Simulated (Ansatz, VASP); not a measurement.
# B: VASP beside Ansatz

Contents of INCAR:

```
PREC = Accurate ; ENCUT = 520
EDIFF = 1E-6 ; ISMEAR = -1
SIGMA = 0.1 ; LREAL = False
LASPH = True ; NELM = 60
ALGO = Normal ; ISIF = 2
LWAVE = False ; LCHARG = True
GGA = PS ; LELF = True
LVHAR = True ; NBANDS = 14
```

KPOINTS

```
regular mesh
0
Gamma
  23 23 3
```

Contents of POSCAR:

```
B
1.0
    1.6629649120      0.0000000000      0.0000000000
   -0.8314824560      1.4401698594      0.0000000000
    0.0000000000      0.0000000000     13.9440549553
B
4
Direct
    0.0000000000      0.0000000000      0.0000000000
    0.0000000000      0.0000000000      0.5000000000
    0.3333333333      0.6666666667      0.2500000000
    0.6666666667      0.3333333333      0.7500000000
```

Input for Ansatz:

```yaml
crystal:
  lattice:
    - [1.662964912, 0.0, 0.0]
    - [-0.831482456, 1.4401698594, 0.0]
    - [0.0, 0.0, 13.9440549553]
  atoms:
    - { symbol: B, position: [0.0, 0.0, 0.0] }
    - { symbol: B, position: [0.0, 0.0, 0.5] }
    - { symbol: B, position: [0.3333333333, 0.6666666667, 0.25] }
    - { symbol: B, position: [0.6666666667, 0.3333333333, 0.75] }
hamiltonian:
  xc: pbesol
  pseudopotentials:
    kind: paw
    azcp:
      B: "pseudopotentials/B.paw.azcp"
basis:
  ecutwfc: 420
  fft_grid_basis: typed
kpoints:
  mp_grid: { grid: [23, 23, 3], shift: [0, 0, 0] }
magnetization:
  spin_polarized: false
scf:
  occupations: { method: fermi_dirac, width: 0.1 }
  lower_state_search: "off"
output:
  stress: true
```

Alike in both runs: task single point; functional PBEsol; k mesh 23 × 23 × 3; occupations fermi-dirac, width 0.1 eV; no spin polarisation.

|  | VASP | Ansatz |
| --- | --- | --- |
| version | VASP 6.6.1 | Ansatz 0.2.0 |
| potentials or method | VASP PAW PBE potentials, release 64 (B), cutoff 520 eV | plane waves (420 eV) with PAW, scalar-relativistic |
| valence electrons in the cell | 12 | 12 |

VASP gave:

| Quantity | Value |
| --- | --- |
| pressure (GPa) | 17.4 |
| traceless stress, the component that is largest in VASP (GPa) | -17.25 |

Estimate Ansatz's values.

pressure (GPa): 17.1; traceless stress, the component that is largest in VASP (GPa): -16.86.

VASP's potentials were made for PBE, not for PBEsol, and Ansatz warns of the same on its side.
